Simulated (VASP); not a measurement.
# H3C18N in VASP: single point with PBE+D3(BJ)

Aim: the single point of H3C18N with PBE+D3(BJ).

All numbers are computed with VASP 6.6.1; they aren't measurements. Logs are shortened: lines on timing, memory, paths and dates and some standing lists are left out, and cuts for length are marked.

**1. The cell of the first run**

The cell holds a slab with vacuum, 22 atoms: a = 7.398 Å, b = 7.398 Å, c = 11.000 Å, α = 90.00°, β = 90.00°, γ = 120.00°.

**2. Single point, PBE+D3(BJ)**

Contents of INCAR:

```
PREC = Accurate ; ENCUT = 520
EDIFF = 1E-6 ; ISMEAR = 0
SIGMA = 0.02 ; LREAL = Auto
LASPH = True ; NELM = 60
ALGO = Normal ; ISIF = 2
LWAVE = False ; LCHARG = False
GGA = PE ; IVDW = 12
NBANDS = 57
```

Contents of KPOINTS:

```
Automatic mesh
0
Gamma
  2 2 1
```

Contents of POSCAR:

```
H3C18N
1.0
    7.3980000000      0.0000000000      0.0000000000
   -3.6990000000      6.4068560000      0.0000000000
    0.0000000000      0.0000000000     11.0000000000
C N H
18 1 3
Direct
   -0.0009219173     -0.0041213494      0.0848350750
    0.2237236628      0.1068852027      0.1221727696
    0.0019257224      0.3299072800      0.0807617225
    0.2244551322      0.4398810126      0.0787725440
    0.0010447286      0.6641279891      0.0800523262
    0.2260239101      0.7766984588      0.0745879107
    0.3364533536     -0.0052241318      0.0824672875
    0.5546148764      0.1055153157      0.0745118895
    0.3353493501      0.3319210125      0.0853692101
    0.5545000508      0.4362248623      0.0826884416
    0.3356250740      0.6658238521      0.0723629485
    0.5544354824      0.7773410554      0.0770252691
    0.6656977275     -0.0040456828      0.0722234144
    0.8918393913      0.1071559398      0.0787191243
    0.6674712324      0.3308037220      0.0799521943
    0.8898587142      0.4420041304      0.0807129718
    0.6679604938      0.6639496554      0.1050298800
    0.8956085762      0.7771918605      0.0827401257
    0.2170470117      0.0930159095      0.2598460574
   -0.3323993058     -0.3336053749      0.2075374949
    0.3672779221      0.1631498536      0.2916666370
    0.1534979705      0.1788989265      0.2923283158
```

Potentials or basis: VASP PAW PBE potentials, release 64 (C, N, H).

The run is started by

```
$ cat potpaw_PBE.64/C/POTCAR potpaw_PBE.64/N/POTCAR potpaw_PBE.64/H/POTCAR > POTCAR
$ mpirun -np 1 vasp_std > vasp.out
```

OUTCAR:

```text
PREC = Accurate
   ENCUT = 520
   EDIFF = 1E-6
   ISMEAR = 0
   LREAL = Auto
   LASPH = True
   NELM = 60
   ISIF = 2
   GGA = PE
   IVDW = 12
 IVDW          = 12

 ion  position               nearest neighbor table
   1  0.999  0.996  0.085-  14 1.40  18 1.40   2 1.50
   2  0.224  0.107  0.122-   1 1.50   9 1.50   7 1.51  19 1.52
   3  0.002  0.330  0.081-   4 1.43  14 1.43  16 1.44
   4  0.224  0.440  0.079-   9 1.40   3 1.43  11 1.45
   5  0.001  0.664  0.080-  18 1.40  16 1.42   6 1.44
   6  0.226  0.777  0.075-   7 1.40  11 1.41   5 1.44
   7  0.336  0.995  0.082-   6 1.40   8 1.40   2 1.51
   8  0.555  0.106  0.075-   7 1.40  13 1.41  15 1.44
   9  0.335  0.332  0.085-   4 1.40  10 1.40   2 1.50
  10  0.555  0.436  0.083-  15 1.40   9 1.40  17 1.48
  11  0.336  0.666  0.072-  12 1.40   6 1.41   4 1.45
  12  0.554  0.777  0.077-  13 1.40  11 1.40  17 1.49
  13  0.666  0.996  0.072-  12 1.40   8 1.41  14 1.45
  14  0.892  0.107  0.079-   1 1.40   3 1.43  13 1.45
  15  0.667  0.331  0.080-  10 1.40  16 1.42   8 1.44
  16  0.890  0.442  0.081-   5 1.42  15 1.42   3 1.44
  17  0.668  0.664  0.105-  20 1.13  18 1.48  10 1.48  12 1.49
  18  0.896  0.777  0.083-   5 1.40   1 1.40  17 1.48
  19  0.217  0.093  0.260-  21 1.02  22 1.03   2 1.52
  20  0.668  0.666  0.208-  17 1.13
  21  0.367  0.163  0.292-  19 1.02
  22  0.153  0.179  0.292-  19 1.03

  LATTYP: Found a hexagonal cell.
 ALAT       =     7.3980000000
 C/A-ratio  =     1.4868883482

  Lattice vectors:

 A1 = (   7.3980000000,   0.0000000000,   0.0000000000)
 A2 = (  -3.6990000000,   6.4068560000,   0.0000000000)
 A3 = (   0.0000000000,   0.0000000000,  11.0000000000)

Analysis of symmetry for initial positions (statically):
=====================================================================
 Subroutine PRICEL returns:
 Original cell was already a primitive cell.

 Routine SETGRP: Setting up the symmetry group for a
 hexagonal supercell.

 Subroutine GETGRP returns: Found  1 space group operations
 (whereof  1 operations were pure point group operations)
 out of a pool of 24 trial point group operations.

The static configuration has the point symmetry C_1 .

Analysis of symmetry for dynamics (positions and initial velocities):
=====================================================================
 Subroutine PRICEL returns:
 Original cell was already a primitive cell.

 Routine SETGRP: Setting up the symmetry group for a
 hexagonal supercell.

 Subroutine GETGRP returns: Found  1 space group operations
 (whereof  1 operations were pure point group operations)
 out of a pool of 24 trial point group operations.

The dynamic configuration has the point symmetry C_1 .

 Subroutine INISYM returns: Found  1 space group operations
 (whereof  1 operations are pure point group operations),
 and found     1 'primitive' translations

----------------------------------------------------------------------------------------

                                     Primitive cell

  volume of cell :     521.3771

  direct lattice vectors                    reciprocal lattice vectors
     7.398000000  0.000000000  0.000000000     0.135171668  0.078041398  0.000000000
    -3.699000000  6.406856000  0.000000000     0.000000000  0.156082796  0.000000000
     0.000000000  0.000000000 11.000000000     0.000000000  0.000000000  0.090909091

  length of vectors
     7.398000000  7.398000054 11.000000000     0.156082797  0.156082796  0.090909091

  position of ions in fractional coordinates (direct lattice)
     0.999078083  0.995878651  0.084835075
     0.223723663  0.106885203  0.122172770
     0.001925722  0.329907280  0.080761723
     0.224455132  0.439881013  0.078772544
     0.001044729  0.664127989  0.080052326
     0.226023910  0.776698459  0.074587911
[... 14 lines left out ...]
     0.367277922  0.163149854  0.291666637
     0.153497970  0.178898926  0.292328316

  ion indices of the primitive-cell ions
   primitive index   ion index
                 1           1
                 2           2
                 3           3
                 4           4
                 5           5
                 6           6
[... 14 lines left out ...]
                21          21
                22          22

----------------------------------------------------------------------------------------

 KPOINTS: Automatic mesh

Automatic generation of k-mesh.
 Grid dimensions read from file:
 generate k-points for:    2    2    1

 Generating k-lattice:

  Cartesian coordinates                     Fractional coordinates (reciprocal lattice)
     0.067585834  0.039020699  0.000000000     0.500000000 -0.000000000  0.000000000
     0.000000000  0.078041398  0.000000000     0.000000000  0.500000000  0.000000000
     0.000000000  0.000000000  0.090909091     0.000000000  0.000000000  1.000000000

  Length of vectors
     0.078041399  0.078041398  0.090909091

  Shift w.r.t. Gamma in fractional coordinates (k-lattice)
     0.000000000  0.000000000  0.000000000

 Subroutine IBZKPT returns following result:
 ===========================================

 Found      4 irreducible k-points:

 Following reciprocal coordinates:
            Coordinates               Weight
  0.000000  0.000000  0.000000      1.000000
  0.500000 -0.000000  0.000000      1.000000
  0.000000  0.500000  0.000000      1.000000
  0.500000  0.500000  0.000000      1.000000
   k-points           NKPTS =      4   k-points in BZ     NKDIM =      4   number of bands    NBANDS=     57
   number of dos      NEDOS =    301   number of ions     NIONS =     22
   total plane-waves  NPLWV = 263424
   dimension x,y,z NGX =    56 NGY =   56 NGZ =   84
   dimension x,y,z NGXF=   112 NGYF=  112 NGZF=  168
   ions per type =              18   1   3
   NGX,Y,Z   is equivalent  to a cutoff of  12.58, 12.58, 12.70 a.u.
   NGXF,Y,Z  is equivalent  to a cutoff of  25.17, 25.17, 25.39 a.u.
 SYSTEM =  unknown system
   PREC   = accura    normal or accurate (medium, high low for compatibility)
   ISTART =      0    job   : 0-new  1-cont  2-samecut
   ICHARG =      2    charge: 1-file 2-atom 10-const
   ISPIN  =      1    spin polarized calculation?
   LNONCOLLINEAR =      F non collinear calculations
   LSORBIT =      F    spin-orbit coupling
   LASPH  =      T    aspherical Exc in radial PAW
   ENCUT  =  520.0 eV  38.22 Ry    6.18 a.u.  13.76 13.76 20.45*2*pi/ulx,y,z
   NELM   =     60;   NELMIN=  2; NELMDL= -5     # of ELM steps
   EDIFF  = 0.1E-05   stopping-criterion for ELM
   LREAL  =      T    real-space projection
   EDIFFG = 0.1E-04   stopping-criterion for IOM
   NSW    =      0    number of steps for IOM
   IBRION =     -1    ionic relax: 0-MD 1-quasi-New 2-CG
   NFREE  =      0    steps in history (QN), initial steepest desc. (CG)
   ISIF   =      2    stress and relaxation
   ISYM   =      2    0-nonsym 1-usesym 2-fastsym
   POTIM  = 0.5000    time-step for ionic-motion
   TEBEG  =    0.0;   TEEND  =   0.0 temperature during run
   PSTRESS=    0.0 pullay stress
   NELECT =      80.0000    total number of electrons
   NUPDOWN=      -1.0000    fix difference up-down
   EMIN   =  10.00;   EMAX   =-10.00  energy-range for DOS
   EFERMI =   0.00;   METHOD = LEGACY
   ISMEAR =     0;   SIGMA  =   0.02  broadening in eV -4-tet -1-fermi 0-gaus
   EFERMI_NEDOS =   21; number of points for ismear=-14 and -15
   IALGO  =     38    algorithm
   IMIX   =      4    mixing-type and parameters
     AMIX     =   0.40;   BMIX     =  1.00
     AMIX_MAG =   1.60;   BMIX_MAG =  1.00
  volume/ion in A,a.u.               =      23.70       159.93
  Fermi-wavevector in a.u.,A,eV,Ry     =   0.876437  1.656226 10.451210  0.768142
  Thomas-Fermi vector in A             =   1.996247
   LORBIT       =      0    0 simple, 1 ext, 2 COOP (PROOUT), +10 PAW based schemes
   GGA     = PE    functional components
   LHFCALC =     F    Hartree Fock is set to
   AEXX    =    0.0000 exact exchange contribution
   IVDW    =    12    specifies the selected vdW correction
   LEPSILON=     F    determine dielectric tensor
   LRPA    =     F    only Hartree local field effects (RPA)
 non-spin polarized calculation
 Gauss-broadening in eV      SIGMA  =   0.02
  energy-cutoff  :      520.00
  volume of cell :      521.38
 maximum number of plane-waves:     14099
 NGX is ok and might be reduce to    56
   NGX = 27   NGY = 27   NGZ = 41

 number of electron      80.0000004 magnetization

 Free energy of the ion-electron system (eV)
  ---------------------------------------------------
  ext. energy  EPLUGINS =         0.00000000
  ---------------------------------------------------
  free energy    TOTEN  =      -181.78570092 eV

  energy without entropy =     -181.78570092  energy(sigma->0) =     -181.78570092

 E-fermi :  -1.1718     XC(G=0):  -4.3756

 val. band max:       -1.2902114335   @ k =   0.0000   0.0000   0.0000
 cond. band min:      -0.9623898183   @ k =   0.5000  -0.0000   0.0000
 fundamental gap:      0.3278216152
 Fermi energy:        -1.1718010943

 k-point     1 :       0.0000    0.0000    0.0000
  band No.  band energies     occupation
      1     -20.8733      2.00000
      2     -19.4589      2.00000
      3     -18.2775      2.00000
      4     -18.1727      2.00000
      5     -18.1072      2.00000
      6     -18.0361      2.00000
[... 44 lines left out ...]
     51       4.4991      0.00000
     52       4.7280      0.00000

 k-point     2 :       0.5000   -0.0000    0.0000
  band No.  band energies     occupation
      1     -20.4252      2.00000
      2     -20.1126      2.00000
      3     -19.2120      2.00000
      4     -18.7671      2.00000
      5     -17.9774      2.00000
      6     -16.3486      2.00000
[... 44 lines left out ...]
     51       4.2795      0.00000
     52       4.4800      0.00000

 k-point     3 :       0.0000    0.5000    0.0000
  band No.  band energies     occupation
      1     -20.4288      2.00000
      2     -20.1070      2.00000
      3     -19.2099      2.00000
      4     -18.7758      2.00000
      5     -17.9701      2.00000
      6     -16.3559      2.00000
[... 44 lines left out ...]
     51       4.2139      0.00000
     52       4.3745      0.00000

 k-point     4 :       0.5000    0.5000    0.0000
  band No.  band energies     occupation
      1     -20.4696      2.00000
      2     -20.0205      2.00000
      3     -19.3205      2.00000
      4     -18.6896      2.00000
      5     -17.9892      2.00000
      6     -16.3214      2.00000
[... 44 lines left out ...]
     51       4.4308      0.00000
     52       4.6831      0.00000
 [bands above 52 left out]

------------------------ aborting loop because EDIFF is reached ----------------------------------------

 Edisp (eV)   -1.85034

 E8    (eV) :    -0.5598

  FORCE on cell =-STRESS in cart. coord.  units (eV):
  Direction    XX          YY          ZZ          XY          YZ          ZX
  --------------------------------------------------------------------------------------
  -------------------------------------------------------------------------------------
  Total       3.58953     5.74823    -0.13792     1.69675    -0.00507    -0.00810
  in kB      11.03053    17.66415    -0.42383     5.21406    -0.01558    -0.02489
  external pressure =        9.42 kB  Pullay stress =        0.00 kB

 VOLUME and BASIS-vectors are now :
 -----------------------------------------------------------------------------
  energy-cutoff  :      520.00
  volume of cell :      521.38
      direct lattice vectors                 reciprocal lattice vectors
     7.398000000  0.000000000  0.000000000     0.135171668  0.078041398  0.000000000
    -3.699000000  6.406856000  0.000000000     0.000000000  0.156082796  0.000000000
     0.000000000  0.000000000 11.000000000     0.000000000  0.000000000  0.090909091

 POSITION                                       TOTAL-FORCE (eV/Angst)
 -----------------------------------------------------------------------------------
      3.70742      6.38045      0.93319         0.005489      0.010397     -0.008930
      1.25974      0.68480      1.34390        -0.000395     -0.011566     -0.005149
     -1.20608      2.11367      0.88838        -0.009182      0.000971      0.001392
      0.03340      2.81825      0.86650         0.009170     -0.004137     -0.006679
     -2.44888      4.25497      0.88058        -0.002563      0.010292     -0.003749
     -1.20088      4.97620      0.82047        -0.003226     -0.009488     -0.001243
[... 14 lines left out ...]
      2.11363      1.04528      3.20833         0.002844     -0.014278      0.005375
      0.47383      1.14618      3.21561        -0.011379     -0.019086      0.003287
 -----------------------------------------------------------------------------------
    total drift:                                0.001572     -0.017821     -0.007691

  FREE ENERGIE OF THE ION-ELECTRON SYSTEM (eV)
  ---------------------------------------------------
  free  energy   TOTEN  =      -183.6360411354 eV

  energy  without entropy=     -183.6360411354  energy(sigma->0) =     -183.63604114
```

Run time: 4.2 min. Hardware: 1 thread of Intel Xeon Platinum 8375C at 2.90GHz (Ice Lake), shared host; peak memory 0.6 GiB.

What came out:

```yaml
Free_energy: -183.6360 eV
Largest_force: 0.058 eV/Å
Band_gap_on_the_k_mesh: 0.33 eV, indirect (least direct gap 0.39 eV)
Dispersion_energy_per_atom: -0.084 eV
```

Forces in eV/Å, atoms in the order of the input:
```
C    0.005  0.010 -0.009
C    0.000 -0.012 -0.005
C   -0.009  0.001  0.001
C    0.009 -0.004 -0.007
C   -0.003  0.010 -0.004
C   -0.003 -0.009 -0.001
C   -0.014  0.012 -0.007
C    0.004  0.004  0.002
C   -0.008 -0.003  0.003
C    0.005  0.000 -0.008
C    0.001 -0.001  0.000
C    0.018 -0.002  0.002
C   -0.002  0.000 -0.004
C    0.001  0.006 -0.010
C   -0.001  0.002  0.001
C    0.004 -0.009 -0.007
C   -0.009 -0.006  0.006
C    0.002 -0.014 -0.003
N    0.010  0.045  0.034
H   -0.001  0.002  0.008
H    0.003 -0.014  0.005
H   -0.011 -0.019  0.003
```

Levels at points of the mesh, in eV from the valence-band top:
```
           k point  band 38  band 39  band 40  band 41  band 42  band 43
(0.00, 0.00, 0.00)    -1.75    -1.44     0.00     0.39     1.97     2.47
(0.50, 0.00, 0.00)    -2.23    -1.81    -0.19     0.33     2.27     2.55
(0.00, 0.50, 0.00)    -2.33    -1.70    -0.19     0.34     2.29     2.56
(0.50, 0.50, 0.00)    -2.18    -1.78    -0.45     0.53     2.37     2.54
```

Caveat: the k points lie up to 0.49 Å⁻¹ apart.
